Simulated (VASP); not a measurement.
# Ta2O5 (P2/m) in VASP: notebook

Ta2O5 is run at these levels: LDA; tasks: single point.

Program: VASP 6.6.1. These are calculated values, not measurements. Logs are shortened: lines on timing, memory, paths and dates and some standing lists are left out, and cuts for length are marked.

## (1) The cell of the first run

It takes space group P2/m (No. 10, monoclinic). Conventional cell: a = 3.841 Å, b = 3.863 Å, c = 6.778 Å, α = 90.00°, β = 105.57°, γ = 90.00°. Within 2.5 Å of Ta (site symmetry m) lie 6 O at 1.90 to 2.21 Å. O (site symmetry m) has 2 Ta at 1.93 Å within 2.6 Å. O (site symmetry m) has 3 Ta at 1.98 to 2.21 Å and 2 O at 2.55 to 2.56 Å within 2.6 Å. O (site symmetry 2/m) has 2 Ta at 1.90 Å within 2.5 Å.

## (2) Single point, LDA

Input file INCAR:

```
  PREC = Accurate
  ENCUT = 520
  EDIFF = 1E-6
  ISMEAR = 0
  SIGMA = 0.01
  LREAL = False
  LASPH = True
  NELM = 60
  ALGO = Normal
  ISIF = 2
  LWAVE = False
  LCHARG = False
  NBANDS = 35
```

Input file KPOINTS:

```
Automatic mesh
0
Gamma
  6 6 4
```

Input file POSCAR:

```
Ta2O5
1.0
    3.8414100000      0.0000000000      0.0000000000
    0.0000000000      3.8627200000      0.0000000000
   -1.8189400000      0.0000000000      6.5289600000
Ta O
2 5
Direct
    0.6495300000      0.0000000000      0.7913100000
    0.3504700000      0.0000000000      0.2086900000
    0.6621200000      0.5000000000      0.7983300000
    0.3378800000      0.5000000000      0.2016700000
    0.1897600000      0.0000000000      0.8706200000
    0.8102400000      0.0000000000      0.1293800000
    0.5000000000      0.0000000000      0.5000000000
```

Potentials or basis: VASP PAW LDA potentials, release 64 (Ta_pv, O).

Launch:

```console
$ cat potpaw_LDA.64/Ta_pv/POTCAR potpaw_LDA.64/O/POTCAR > POTCAR
$ mpirun -np 1 vasp_std > vasp.out
```

OUTCAR:

```text
PREC = Accurate
   ENCUT = 520
   EDIFF = 1E-6
   ISMEAR = 0
   LREAL = False
   LASPH = True
   NELM = 60
   ISIF = 2

 ion  position               nearest neighbor table
   1  0.650  0.000  0.791-   7 1.90   3 1.93   3 1.93   5 1.98   5 2.00   6 2.21   2 3.33   2 3.34

   2  0.350  0.000  0.209-   7 1.90   4 1.93   4 1.93   6 1.98   6 2.00   5 2.21   1 3.33   1 3.34

   3  0.662  0.500  0.798-   1 1.93   1 1.93
   4  0.338  0.500  0.202-   2 1.93   2 1.93
   5  0.190  0.000  0.871-   1 1.98   1 2.00   2 2.21
   6  0.810  0.000  0.129-   2 1.98   2 2.00   1 2.21
   7  0.500  0.000  0.500-   1 1.90   2 1.90

  LATTYP: Found a simple monoclinic cell.
 ALAT       =     3.8414100000
 B/A-ratio  =     1.0055474422
 C/A-ratio  =     1.7643521451
 COS(beta)  =    -0.2683752371

  Lattice vectors:

 A1 = (   3.8414100000,   0.0000000000,   0.0000000000)
 A2 = (   0.0000000000,   3.8627200000,   0.0000000000)
 A3 = (  -1.8189400000,   0.0000000000,   6.5289600000)

Analysis of symmetry for initial positions (statically):
=====================================================================
 Subroutine PRICEL returns:
 Original cell was already a primitive cell.

 Routine SETGRP: Setting up the symmetry group for a
 simple monoclinic supercell.

 Subroutine GETGRP returns: Found  4 space group operations
 (whereof  4 operations were pure point group operations)
 out of a pool of  4 trial point group operations.

The static configuration has the point symmetry C_2h.

Analysis of symmetry for dynamics (positions and initial velocities):
=====================================================================
 Subroutine PRICEL returns:
 Original cell was already a primitive cell.

 Routine SETGRP: Setting up the symmetry group for a
 simple monoclinic supercell.

 Subroutine GETGRP returns: Found  4 space group operations
 (whereof  4 operations were pure point group operations)
 out of a pool of  4 trial point group operations.

The dynamic configuration has the point symmetry C_2h.

 Subroutine INISYM returns: Found  4 space group operations
 (whereof  4 operations are pure point group operations),
 and found     1 'primitive' translations

----------------------------------------------------------------------------------------

                                     Primitive cell

  volume of cell :      96.8786

  direct lattice vectors                    reciprocal lattice vectors
     3.841410000  0.000000000  0.000000000     0.260321080  0.000000000  0.072524326
     0.000000000  3.862720000  0.000000000     0.000000000  0.258884931  0.000000000
    -1.818940000  0.000000000  6.528960000     0.000000000  0.000000000  0.153163750

  length of vectors
     3.841410000  3.862720000  6.777599974     0.270234792  0.258884931  0.153163750

  position of ions in fractional coordinates (direct lattice)
     0.649530000  0.000000000  0.791310000
     0.350470000  0.000000000  0.208690000
     0.662120000  0.500000000  0.798330000
     0.337880000  0.500000000  0.201670000
     0.189760000  0.000000000  0.870620000
     0.810240000  0.000000000  0.129380000
     0.500000000  0.000000000  0.500000000

  ion indices of the primitive-cell ions
   primitive index   ion index
                 1           1
                 2           2
                 3           3
                 4           4
                 5           5
                 6           6
                 7           7

----------------------------------------------------------------------------------------

 KPOINTS: Automatic mesh

Automatic generation of k-mesh.
 Grid dimensions read from file:
 generate k-points for:    6    6    4

 Generating k-lattice:

  Cartesian coordinates                     Fractional coordinates (reciprocal lattice)
     0.043386847  0.000000000  0.012087388     0.166666667  0.000000000  0.000000000
     0.000000000  0.043147488  0.000000000     0.000000000  0.166666667  0.000000000
     0.000000000  0.000000000  0.038290938     0.000000000  0.000000000  0.250000000

  Length of vectors
     0.045039132  0.043147488  0.038290938

  Shift w.r.t. Gamma in fractional coordinates (k-lattice)
     0.000000000  0.000000000  0.000000000

 Subroutine IBZKPT returns following result:
 ===========================================

 Found     56 irreducible k-points:

 Following reciprocal coordinates:
            Coordinates               Weight
  0.000000  0.000000  0.000000      1.000000
  0.166667  0.000000  0.000000      2.000000
  0.333333  0.000000  0.000000      2.000000
  0.500000  0.000000  0.000000      1.000000
  0.000000  0.166667  0.000000      2.000000
  0.166667  0.166667  0.000000      4.000000
[... 16 lines left out ...]
  0.000000  0.166667  0.250000      4.000000
  0.166667  0.166667  0.250000      4.000000
 [... further k-points ...]
   k-points           NKPTS =     56   k-points in BZ     NKDIM =     56   number of bands    NBANDS=     35
   number of dos      NEDOS =    301   number of ions     NIONS =      7
   total plane-waves  NPLWV =  45000
   dimension x,y,z NGX =    30 NGY =   30 NGZ =   50
   dimension x,y,z NGXF=    60 NGYF=   60 NGZF=  100
   ions per type =               2   5
   NGX,Y,Z   is equivalent  to a cutoff of  12.98, 12.91, 12.26 a.u.
   NGXF,Y,Z  is equivalent  to a cutoff of  25.97, 25.82, 24.53 a.u.
 SYSTEM =  unknown system
   PREC   = accura    normal or accurate (medium, high low for compatibility)
   ISTART =      0    job   : 0-new  1-cont  2-samecut
   ICHARG =      2    charge: 1-file 2-atom 10-const
   ISPIN  =      1    spin polarized calculation?
   LNONCOLLINEAR =      F non collinear calculations
   LSORBIT =      F    spin-orbit coupling
   LASPH  =      T    aspherical Exc in radial PAW
   ENCUT  =  520.0 eV  38.22 Ry    6.18 a.u.   7.14  7.18 12.60*2*pi/ulx,y,z
   NELM   =     60;   NELMIN=  2; NELMDL= -5     # of ELM steps
   EDIFF  = 0.1E-05   stopping-criterion for ELM
   LREAL  =      F    real-space projection
   EDIFFG = 0.1E-04   stopping-criterion for IOM
   NSW    =      0    number of steps for IOM
   IBRION =     -1    ionic relax: 0-MD 1-quasi-New 2-CG
   NFREE  =      0    steps in history (QN), initial steepest desc. (CG)
   ISIF   =      2    stress and relaxation
   ISYM   =      2    0-nonsym 1-usesym 2-fastsym
   POTIM  = 0.5000    time-step for ionic-motion
   TEBEG  =    0.0;   TEEND  =   0.0 temperature during run
   PSTRESS=    0.0 pullay stress
   NELECT =      52.0000    total number of electrons
   NUPDOWN=      -1.0000    fix difference up-down
   EMIN   =  10.00;   EMAX   =-10.00  energy-range for DOS
   EFERMI =   0.00;   METHOD = LEGACY
   ISMEAR =     0;   SIGMA  =   0.01  broadening in eV -4-tet -1-fermi 0-gaus
   EFERMI_NEDOS =   21; number of points for ismear=-14 and -15
   IALGO  =     38    algorithm
   IMIX   =      4    mixing-type and parameters
     AMIX     =   0.40;   BMIX     =  1.00
     AMIX_MAG =   1.60;   BMIX_MAG =  1.00
  volume/ion in A,a.u.               =      13.84        93.40
  Fermi-wavevector in a.u.,A,eV,Ry     =   1.330454  2.514194 24.083792  1.770109
  Thomas-Fermi vector in A             =   2.459540
   LORBIT       =      0    0 simple, 1 ext, 2 COOP (PROOUT), +10 PAW based schemes
   GGA     = CA    functional components
   LHFCALC =     F    Hartree Fock is set to
   AEXX    =    0.0000 exact exchange contribution
   IVDW    =     0    specifies the selected vdW correction
   LEPSILON=     F    determine dielectric tensor
   LRPA    =     F    only Hartree local field effects (RPA)
 non-spin polarized calculation
 Gauss-broadening in eV      SIGMA  =   0.01
  energy-cutoff  :      520.00
  volume of cell :       96.88
 maximum number of plane-waves:      2631
 NGX is ok and might be reduce to    30
   NGX = 15   NGY = 15   NGZ = 25

 number of electron      52.0000017 magnetization

 Free energy of the ion-electron system (eV)
  ---------------------------------------------------
  ext. energy  EPLUGINS =         0.00000000
  ---------------------------------------------------
  free energy    TOTEN  =       -74.18046222 eV

  energy without entropy =      -74.18046222  energy(sigma->0) =      -74.18046222

 E-fermi :   0.8183     XC(G=0): -10.4748

 val. band max:        0.7755905397   @ k =   0.5000   0.5000   0.5000
 cond. band min:       2.8380648214   @ k =   0.0000   0.0000   0.5000
 fundamental gap:      2.0624742818
 Fermi energy:         0.8183141325

 k-point     1 :       0.0000    0.0000    0.0000
  band No.  band energies     occupation
      1     -33.7076      2.00000
      2     -33.5199      2.00000
      3     -33.4618      2.00000
      4     -33.4560      2.00000
      5     -33.3274      2.00000
      6     -33.3064      2.00000
[... 27 lines left out ...]
     34       7.9975      0.00000
     35       8.1761      0.00000

 k-point     2 :       0.1667    0.0000    0.0000
  band No.  band energies     occupation
      1     -33.7026      2.00000
      2     -33.5582      2.00000
      3     -33.4825      2.00000
      4     -33.4586      2.00000
      5     -33.3249      2.00000
      6     -33.3066      2.00000
[... 27 lines left out ...]
     34       8.0000      0.00000
     35       8.5024      0.00000

 k-point     3 :       0.3333    0.0000    0.0000
  band No.  band energies     occupation
      1     -33.6972      2.00000
      2     -33.6250      2.00000
      3     -33.5188      2.00000
      4     -33.4723      2.00000
      5     -33.3189      2.00000
      6     -33.3079      2.00000
[... 27 lines left out ...]
     34       7.8542      0.00000
     35       8.9022      0.00000
[... 723 lines left out ...]
 k-point    23 :       0.0000    0.1667    0.2500
  band No.  band energies     occupation
      1     -33.6760      2.00000
      2     -33.5204      2.00000
      3     -33.4892      2.00000
      4     -33.4564      2.00000
      5     -33.3573      2.00000
      6     -33.3386      2.00000
[... 27 lines left out ...]
     34       7.4061      0.00000
     35       8.8421      0.00000

 k-point    24 :       0.1667    0.1667    0.2500
  band No.  band energies     occupation
      1     -33.6597      2.00000
      2     -33.5654      2.00000
      3     -33.5001      2.00000
      4     -33.4735      2.00000
      5     -33.3540      2.00000
      6     -33.3395      2.00000
[... 27 lines left out ...]
     34       7.7228      0.00000
     35       9.3137      0.00000

 [... further k-points ...]

------------------------ aborting loop because EDIFF is reached ----------------------------------------

  FORCE on cell =-STRESS in cart. coord.  units (eV):
  Direction    XX          YY          ZZ          XY          YZ          ZX
  --------------------------------------------------------------------------------------
  -------------------------------------------------------------------------------------
  Total       -2.7860862     -2.4120467     -2.8783702      0.0000000      0.0000000     -0.0489674
  in kB      -46.0762608    -39.8903997    -47.6024530      0.0000000      0.0000000     -0.8098230
  external PRESSURE =     -44.5230379 kB  Pullay stress =       0.0000000 kB

 VOLUME and BASIS-vectors are now :
 -----------------------------------------------------------------------------
  energy-cutoff  :      520.00
  volume of cell :       96.88
      direct lattice vectors                 reciprocal lattice vectors
     3.841410000  0.000000000  0.000000000     0.260321080  0.000000000  0.072524326
     0.000000000  3.862720000  0.000000000     0.000000000  0.258884931  0.000000000
    -1.818940000  0.000000000  6.528960000     0.000000000  0.000000000  0.153163750

 POSITION                                       TOTAL-FORCE (eV/Angst)
 -----------------------------------------------------------------------------------
      1.05577      0.00000      5.16643        -0.030170      0.000000      0.160426
      0.96670      0.00000      1.36253         0.030170      0.000000     -0.160426
      1.09136      1.93136      5.21226        -0.009722      0.000000      0.010548
      0.93111      1.93136      1.31670         0.009722      0.000000     -0.010548
     -0.85466      0.00000      5.68424        -0.001675     -0.000000      0.063554
      2.87713      0.00000      0.84472         0.001675      0.000000     -0.063554
      1.01124      0.00000      3.26448         0.000000      0.000000      0.000000
 -----------------------------------------------------------------------------------
    total drift:                               -0.000000      0.000000      0.000000

  FREE ENERGIE OF THE ION-ELECTRON SYSTEM (eV)
  ---------------------------------------------------
  free  energy   TOTEN  =       -74.1804622190 eV

  energy  without entropy=      -74.1804622190  energy(sigma->0) =      -74.18046222
```

It took 2.3 min on 1 thread of Intel Xeon Platinum 8259CL at 2.50GHz (Skylake/Cascade Lake), shared host; peak memory 0.27 GiB.

Results:

```
Free energy            : -74.1805 eV
Pressure               : -4.5 GPa
Largest force          : 0.163 eV/Å
Band gap on the k mesh : 2.06 eV (least direct gap 2.74 eV)
```

Forces on the atoms (eV/Å):
```
Ta  -0.030  0.000  0.160
Ta   0.030  0.000 -0.160
O   -0.010  0.000  0.011
O    0.010  0.000 -0.011
O   -0.002  0.000  0.064
O    0.002  0.000 -0.064
O    0.000  0.000  0.000
```

Stress tensor (GPa, compression positive):
```
-4.61  0.00 -0.08
 0.00 -3.99  0.00
-0.08  0.00 -4.76
```

Levels at points of the mesh, in eV from the valence-band top:
```
           k point  band 24  band 25  band 26  band 27  band 28  band 29
(0.00, 0.00, 0.00)    -0.85    -0.64    -0.63     2.10     2.50     2.65
(0.50, 0.00, 0.00)    -1.16    -0.98    -0.79     2.36     3.01     3.94
(0.00, 0.50, 0.00)    -1.85    -1.69    -0.32     4.20     5.38     5.58
(0.50, 0.50, 0.00)    -0.63    -0.12    -0.03     3.08     4.85     5.50
(0.00, 0.00, 0.50)    -0.91    -0.82    -0.81     2.06     2.54     2.63
(0.50, 0.00, 0.50)    -1.10    -0.98    -0.78     2.39     2.94     3.80
(0.00, 0.50, 0.50)    -1.81    -1.37    -0.35     4.01     5.33     5.41
(0.50, 0.50, 0.50)    -0.73    -0.13     0.00     3.02     4.91     5.47
```

Caveat: the cell stands under tension; spin-orbit coupling is left out, which moves the levels of the heavy elements.

## (3) Single point, LDA

Input file INCAR:

```
SYSTEM = Ta2O5
PREC     = Accurate       ! precision mode
ENCUT    = 520            ! plane-wave cutoff, eV
EDIFF    = 1E-6           ! SCF threshold, eV
ISMEAR   = 0              ! smearing method
SIGMA    = 0.01           ! smearing width, eV
LREAL    = .FALSE.        ! projectors in reciprocal space
LASPH    = .TRUE.         ! aspherical terms in the spheres
NELM     = 60             ! most SCF steps
ALGO     = Normal         ! electronic algorithm
ISIF     = 2              ! what is computed and relaxed
LWAVE    = .FALSE.        ! write WAVECAR
LCHARG   = .TRUE.         ! write CHGCAR
LELF     = .TRUE.         ! ELF
LVHAR    = .TRUE.       
NBANDS   = 35             ! bands
```

Input file KPOINTS:

```
regular mesh
0
G
  6 6 4
  0 0 0
```

POSCAR is that of step 2.

Potentials or basis: VASP PAW LDA potentials, release 64 (Ta_pv, O).

Launch:

```console
$ cat potpaw_LDA.64/Ta_pv/POTCAR potpaw_LDA.64/O/POTCAR > POTCAR
$ mpirun -np 1 vasp_std > vasp.out
```

Wall time 2.3 min (1 thread of Intel Xeon Platinum 8259CL at 2.50GHz (Skylake/Cascade Lake), shared host); peak memory 0.27 GiB.

The run converged. Its results:

- Free energy: -74.1805 eV
- Pressure: -4.5 GPa
- Largest force: 0.163 eV/Å
- Band gap on the k mesh: 2.06 eV (least direct gap 2.74 eV)

Forces on the atoms (eV/Å):
```
Ta  -0.030  0.000  0.160
Ta   0.030  0.000 -0.160
O   -0.010  0.000  0.011
O    0.010  0.000 -0.011
O   -0.002  0.000  0.064
O    0.002  0.000 -0.064
O    0.000  0.000  0.000
```

Stress tensor (GPa, compression positive):
```
-4.61  0.00 -0.08
 0.00 -3.99  0.00
-0.08  0.00 -4.76
```

Levels at points of the mesh, in eV from the valence-band top:
```
           k point  band 24  band 25  band 26  band 27  band 28  band 29
(0.00, 0.00, 0.00)    -0.85    -0.64    -0.63     2.10     2.50     2.65
(0.50, 0.00, 0.00)    -1.16    -0.98    -0.79     2.36     3.01     3.94
(0.00, 0.50, 0.00)    -1.85    -1.69    -0.32     4.20     5.38     5.58
(0.50, 0.50, 0.00)    -0.63    -0.12    -0.03     3.08     4.85     5.50
(0.00, 0.00, 0.50)    -0.91    -0.82    -0.81     2.06     2.54     2.63
(0.50, 0.00, 0.50)    -1.10    -0.98    -0.78     2.39     2.94     3.80
(0.00, 0.50, 0.50)    -1.81    -1.37    -0.35     4.01     5.33     5.41
(0.50, 0.50, 0.50)    -0.73    -0.13     0.00     3.02     4.91     5.47
```

Caveat: the cell stands under tension; spin-orbit coupling is left out, which moves the levels of the heavy elements. A k mesh can miss the band edges.
